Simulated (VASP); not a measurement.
# BP (F-43m) in VASP: further runs

The runs below take BP through vibrations by perturbation theory, elastic constants, with PBE.

Program: VASP 6.6.1. These are calculated values, not measurements. Logs are shortened: lines on timing, memory, paths and dates and some standing lists are left out, and cuts for length are marked.

## Step 1: The cell of the first run

It takes space group F-43m (No. 216, cubic). The conventional cell has a = 4.550 Å, b = 4.550 Å, c = 4.550 Å, α = 90.00°, β = 90.00°, γ = 90.00°. B (site symmetry -43m) has 4 P at 1.97 Å within 2.6 Å. Within 2.6 Å of P (site symmetry -43m) lie 4 B at 1.97 Å.

## Step 2: Vibrations by perturbation theory, PBE

INCAR

```
PREC = Accurate
ENCUT = 520
EDIFF = 1E-8
ISMEAR = 0
SIGMA = 0.01
LREAL = False
LASPH = True
NELM = 80
ALGO = Normal
ISIF = 2
LWAVE = False
LCHARG = False
GGA = PE
NBANDS = 11
IBRION = 8
NSW = 1
LEPSILON = True
```

KPOINTS

```
Automatic mesh
0
Gamma
  8 8 8
```

POSCAR

```
BP
1.0
    0.0000000000      2.2750000000      2.2750000000
    2.2750000000      0.0000000000      2.2750000000
    2.2750000000      2.2750000000      0.0000000000
B P
1 1
Direct
    0.0000000000      0.0000000000      0.0000000000
    0.2500000000      0.2500000000      0.2500000000
```

Potentials or basis: VASP PAW PBE potentials, release 64 (B, P).

The run is started by

```console
$ cat potpaw_PBE.64/B/POTCAR potpaw_PBE.64/P/POTCAR > POTCAR
$ mpirun -np 1 vasp_std > vasp.out
```

OUTCAR:

```text
PREC = Accurate
   ENCUT = 520
   EDIFF = 1E-8
   ISMEAR = 0
   LREAL = False
   LASPH = True
   NELM = 80
   ISIF = 2
   GGA = PE
   IBRION = 8
   NSW = 1
   LEPSILON = True

 ion  position               nearest neighbor table
   1  0.000  0.000  0.000-   2 1.97   2 1.97   2 1.97   2 1.97
   2  0.250  0.250  0.250-   1 1.97   1 1.97   1 1.97   1 1.97

  LATTYP: Found a face centered cubic cell.
 ALAT       =     4.5500000000

  Lattice vectors:

 A1 = (   0.0000000000,   2.2750000000,   2.2750000000)
 A2 = (   2.2750000000,   0.0000000000,   2.2750000000)
 A3 = (   2.2750000000,   2.2750000000,   0.0000000000)

Analysis of symmetry for initial positions (statically):
=====================================================================
 Subroutine PRICEL returns:
 Original cell was already a primitive cell.

 Routine SETGRP: Setting up the symmetry group for a
 face centered cubic supercell.

 Subroutine GETGRP returns: Found 24 space group operations
 (whereof 24 operations were pure point group operations)
 out of a pool of 48 trial point group operations.

The static configuration has the point symmetry T_d .

Analysis of symmetry for dynamics (positions and initial velocities):
=====================================================================
 Subroutine PRICEL returns:
 Original cell was already a primitive cell.

 Routine SETGRP: Setting up the symmetry group for a
 face centered cubic supercell.

 Subroutine GETGRP returns: Found 24 space group operations
 (whereof 24 operations were pure point group operations)
 out of a pool of 48 trial point group operations.

The dynamic configuration has the point symmetry T_d .

 Subroutine INISYM returns: Found 24 space group operations
 (whereof 24 operations are pure point group operations),
 and found     1 'primitive' translations

----------------------------------------------------------------------------------------

                                     Primitive cell

[... 567 lines left out ...]
 ------------------------------------------------------
           9.507889    -0.000000    -0.000000
           0.000000     9.507889    -0.000000
           0.000000    -0.000000     9.507889
 ------------------------------------------------------

 PIEZOELECTRIC TENSOR (including local field effects)  for field in x, y, z        (e  Angst)
          XX          YY          ZZ          XY          YZ          ZX
  --------------------------------------------------------------------------------
  x     0.00000    -0.00000     0.00000     0.00000     0.14122     0.00000
  y    -0.00000    -0.00000    -0.00000     0.00000     0.00000     0.14122
  z     0.00000     0.00000    -0.00000     0.14122     0.00000     0.00000

 PIEZOELECTRIC TENSOR (including local field effects)  for field in x, y, z        (C/m^2)
          XX          YY          ZZ          XY          YZ          ZX
  --------------------------------------------------------------------------------
  x     0.00000    -0.00000     0.00000     0.00000     0.09608     0.00000
  y    -0.00000    -0.00000    -0.00000     0.00000     0.00000     0.09608
  z     0.00000     0.00000    -0.00000     0.09608     0.00000     0.00000

 BORN EFFECTIVE CHARGES (including local field effects) (in |e|, cummulative output)
 ---------------------------------------------------------------------------------
 ion    1
    1    -0.46638     0.00000     0.00000
    2    -0.00000    -0.46638     0.00000
    3     0.00000    -0.00000    -0.46638
 ion    2
    1     0.46638    -0.00000     0.00000
    2     0.00000     0.46638    -0.00000
    3     0.00000     0.00000     0.46638

 INTERNAL STRAIN TENSOR FOR ION    2 for displacements in x,y,z  (eV/Angst):
          X           Y           Z          XY          YZ          ZX
  --------------------------------------------------------------------------------
  x     0.00000    -0.00000     0.00000     0.00000    -6.39202     0.00000
  y    -0.00000     0.00000     0.00000     0.00000     0.00000    -6.39202
  z    -0.00000     0.00000     0.00000    -6.39202     0.00000     0.00000

 SECOND DERIVATIVES (NOT SYMMETRIZED)
 ------------------------------------
               1X          1Y          1Z          2X          2Y          2Z
  1X   -18.766482    0.000000    0.000000   18.766482    0.000000    0.000000
  1Y     0.000000  -18.766482    0.000000    0.000000   18.766482    0.000000
  1Z     0.000000    0.000000  -18.766482    0.000000    0.000000   18.766482
  2X    18.770162    0.000000    0.000000  -18.770162    0.000000    0.000000
  2Y     0.000000   18.770162    0.000000    0.000000  -18.770162    0.000000
  2Z     0.000000    0.000000   18.770162    0.000000    0.000000  -18.770162

 Eigenvectors and eigenvalues of the dynamical matrix
 ----------------------------------------------------

   1 f  =   23.923890 THz   150.318236 2PiTHz  798.015080 cm-1    98.941215 meV
             X         Y         Z           dx          dy          dz
      0.000000  0.000000  0.000000     0.000000    0.860949    0.000000
      1.137500  1.137500  1.137500     0.000000   -0.508691    0.000000
[... 21 lines left out ...]
   6 f/i=    0.001027 THz     0.006455 2PiTHz    0.034267 cm-1     0.004249 meV
             X         Y         Z           dx          dy          dz
      0.000000  0.000000  0.000000     0.000000    0.000000   -0.508691
      1.137500  1.137500  1.137500     0.000000    0.000000   -0.860949

--------------------------------------------------------------------------------------------------------

 MACROSCOPIC STATIC DIELECTRIC TENSOR IONIC CONTRIBUTION
 ------------------------------------------------------
           0.089054     0.000000     0.000000
           0.000000     0.089054    -0.000000
          -0.000000    -0.000000     0.089054
 ------------------------------------------------------

 ELASTIC MODULI CONTR FROM IONIC RELAXATION (kBar)
 Direction    XX          YY          ZZ          XY          YZ          ZX
 --------------------------------------------------------------------------------
 XX          -0.0000      0.0000      0.0000     -0.0000      0.0000     -0.0000
 YY           0.0000     -0.0000      0.0000     -0.0000     -0.0000      0.0000
 ZZ           0.0000      0.0000     -0.0000      0.0000     -0.0000     -0.0000
 XY          -0.0000     -0.0000      0.0000   -158.1181     -0.0000      0.0000
 YZ           0.0000     -0.0000     -0.0000      0.0000   -158.1181     -0.0000
 ZX          -0.0000      0.0000     -0.0000      0.0000     -0.0000   -158.1181
 --------------------------------------------------------------------------------

 PIEZOELECTRIC TENSOR IONIC CONTR  for field in x, y, z        (C/m^2)
          XX          YY          ZZ          XY          YZ          ZX
  --------------------------------------------------------------------------------
  x     0.00000    -0.00000    -0.00000     0.00000    -0.11166    -0.00000
  y    -0.00000     0.00000    -0.00000     0.00000    -0.00000    -0.11166
  z    -0.00000    -0.00000     0.00000    -0.11166    -0.00000     0.00000
```

OSZICAR:

```text
N       E                     dE             d eps       ncg     rms          rms(c)
DAV:   1     0.867229457882E+01    0.86723E+01   -0.38553E+03   638   0.644E+02
DAV:   2    -0.130114377491E+02   -0.21684E+02   -0.20787E+02   901   0.106E+02
DAV:   3    -0.136180732306E+02   -0.60664E+00   -0.60522E+00   810   0.155E+01
[... 148 lines left out ...]
RMM:   6    -0.410217668604E-01    0.86825E-05   -0.18639E-06  3569   0.796E-04    0.245E-03
RMM:   7    -0.410198684515E-01    0.18984E-05   -0.46667E-07  3516   0.728E-04    0.111E-04
RMM:   8    -0.410192164409E-01    0.65201E-06   -0.58918E-08  3594   0.824E-05    0.485E-05
RMM:   9    -0.410191890525E-01    0.27388E-07   -0.31252E-08  3642   0.353E-05    0.158E-05
RMM:  10    -0.410191898626E-01   -0.81003E-09    0.17001E-07  3711   0.854E-06    0.833E-06
RMM:  11    -0.410191927716E-01   -0.29091E-08    0.83530E-08  3396   0.267E-06    0.302E-07
 Linear response finished
```

Run time: 2.6 min. Hardware: 1 thread of Intel Xeon 8259CL, shared host; peak memory 0.19 GiB.

What came out:

```
Electronic dielectric tensor (diagonal)                 : 9.51
Born charges (mean of the diagonal)                     : B -0.47; P +0.47 e
Highest phonon frequency at Γ, LO-TO splitting left out : 798 cm⁻¹
```

Phonon frequencies in cm⁻¹ (negative: imaginary):
| q point | frequencies |
| --- | --- |
| (0.000, 0.000, 0.000) | 0 0 0 798 798 798 |

Electronic dielectric tensor:
```
9.51 0.00 0.00
0.00 9.51 0.00
0.00 0.00 9.51
```

Born effective charge tensors (e):
atom 1, B
```
-0.47  0.00  0.00
 0.00 -0.47  0.00
 0.00  0.00 -0.47
```
atom 2, P
```
0.47 0.00 0.00
0.00 0.47 0.00
0.00 0.00 0.47
```

## Step 3: Elastic constants, PBE

INCAR

```
PREC = Accurate ; ENCUT = 600
EDIFF = 1E-8 ; ISMEAR = 0
SIGMA = 0.01 ; LREAL = F
LASPH = T ; NELM = 60
ALGO = Normal ; ISIF = 3
LWAVE = F ; LCHARG = F
GGA = PE ; NBANDS = 11
IBRION = 6 ; NFREE = 2
POTIM = 0.015 ; NSW = 1
```

KPOINTS

```
regular mesh
0
Gamma
  8 8 8
```

POSCAR is that of step 2.

Potentials or basis: VASP PAW PBE potentials, release 64 (B, P).

The run is started by

```console
$ cat potpaw_PBE.64/B/POTCAR potpaw_PBE.64/P/POTCAR > POTCAR
$ mpirun -np 1 vasp_std > vasp.out
```

It took 8.9 min on 1 thread of Intel Xeon 8259CL, shared host; peak memory 0.22 GiB.

Results (log left out):

| Quantity | Value |
| --- | --- |
| Elastic constants C11, C12, C44 | 338, 72, 185 GPa |
| Voigt bulk modulus | 161 GPa |
| Highest phonon frequency at Γ, LO-TO splitting left out | 798 cm⁻¹ |

Phonon frequencies in cm⁻¹ (negative: imaginary):
```
              q point        frequencies
(0.000, 0.000, 0.000)  0 0 0 798 798 798
```

Elastic tensor in Voigt notation (GPa, in the Cartesian axes of the cell as first typed):
```
338  72  72   0   0   0
 72 338  72   0   0   0
 72  72 338   0   0   0
  0   0   0 185   0   0
  0   0   0   0 185   0
  0   0   0   0   0 185
```

Clamped-ion elastic tensor (GPa):
```
338  72  72   0   0   0
 72 338  72   0   0   0
 72  72 338   0   0   0
  0   0   0 202   0   0
  0   0   0   0 202   0
  0   0   0   0   0 202
```
